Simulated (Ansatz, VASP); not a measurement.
**One calculation of C, two programs**

```xyz
1
Lattice="4.3811 0.0000 0.0000 -2.1906 3.7942 0.0000 0.0000 0.0000 1.2823" Properties=species:S:1:pos:R:3 pbc="T T T"
C     0.0000    0.0000    0.0000
```

Alike in both runs: task relaxation of cell and atoms; functional PBE; k mesh 12 × 12 × 42; occupations gaussian, width 0.1 eV; no spin polarisation.

```csv
,VASP,Ansatz
version,VASP 6.6.1,Ansatz 0.2.0
potentials or method,"VASP PAW PBE potentials, release 64 (C), cutoff 600 eV","scalar-relativistic, plane waves, PAW"
valence electrons in the cell,4,4
```

|  | VASP | Ansatz | Ansatz less VASP |
| --- | --- | --- | --- |
| gap on the k mesh at the Fermi level, each at its own relaxed structure (eV) | none | none | - |
| relaxed volume (Å³/atom) | 19.75 | 21.32 | +1.566 |
| relaxed cell length with the largest relative difference (Å) | 4.218 | 4.381 | +0.1627 |

A gap of «none» marks a metal or a gap that the smearing closes. One of these differences is far larger than is usual between the two programs; its cause wasn't traced.
